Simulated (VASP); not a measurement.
## Y: relaxation of cell and atoms with PBEsol

The system is Y.

```
Y
1.0
     0.00000    3.50000    3.50000
     3.50000    0.00000    3.50000
     3.50000    3.50000    0.00000
Y
2
Direct
  0.00000 0.00000 0.00000
  0.25000 0.25000 0.25000
```

This isn't the form of Y at room conditions, which is hcp.

```
Program                : VASP 6.6.1
Task                   : relaxation of cell and atoms
Functional             : PBEsol
Potentials or basis    : VASP PAW PBE potentials, release 64 (Y_sv)
Cutoff                 : 500 eV
k mesh                 : 10 × 10 × 10
Occupations            : methfessel-paxton, width 0.1 eV
Spin                   : no spin polarisation
Dipole correction      : no
Further INCAR settings : ALGO = Normal; EDIFF = 1e-07; IBRION = 2; EDIFFG = -0.01; NSW = 80; ISIF = 3
```

```
Relaxed volume                        : 39.56 Å³/atom
Relaxed cell                          : a = 4.819 Å, b = 4.819 Å, c = 4.819 Å, α = 60.00°, β = 60.00°, γ = 60.00°
Space group after relaxing (to 0.1 Å) : Fd-3m (No. 227)
Energy gained by relaxing             : 9.0 meV/atom
Ionic steps                           : 7
Pressure after relaxing               : 0.0 GPa
Band gap on the k mesh                : zero (bands 11 and 12 overlap by 0.63 eV)
```

The path:
```csv
step,energy change (eV),largest force (eV/Å),pressure (GPa),volume (Å³)
1,0.0000,0.0000,-1.04,85.75
2,-0.0146,0.0000,-0.34,82.34
3,-0.0171,0.0000,-0.16,80.60
4,-0.0154,0.0000,0.51,77.19
5,-0.0178,0.0000,-0.09,79.74
6,-0.0180,0.0000,0.05,78.79
7,-0.0181,0.0000,-0.01,79.12
```

Final structure:
```xyz
2
Lattice="0.0000 3.4074 3.4074 3.4074 0.0000 3.4074 3.4074 3.4074 0.0000" Properties=species:S:1:pos:R:3 pbc="T T T"
Y     0.0000    0.0000    0.0000
Y     1.7037    1.7037    1.7037
```

Levels at points of the mesh, in eV from the Fermi level:
| k point | band 7 | band 8 | band 9 | band 10 | band 11 | band 12 | band 13 | band 14 | band 15 |
| --- | --- | --- | --- | --- | --- | --- | --- | --- | --- |
| (0.00, 0.00, 0.00) | -22.63 | -22.63 | -3.75 | -0.13 | -0.13 | 0.52 | 0.52 | 0.52 | 2.20 |
| (0.50, 0.00, 0.00) | -22.53 | -22.53 | -1.65 | -0.71 | -0.12 | -0.12 | 0.51 | 0.51 | 0.75 |
| (0.50, 0.50, 0.00) | -22.43 | -22.43 | -1.14 | -1.14 | 0.10 | 0.10 | 0.61 | 0.61 | 2.12 |

Run time: 6.1 min on 1 thread of Intel(R) Xeon(R) Platinum 8259CL CPU @ 2.50GHz (Skylake/Cascade Lake) (shared host), peak memory 0.25 GiB.

Caveat: the PAW data sets were made with another functional, which shifts forces and pressure a little.
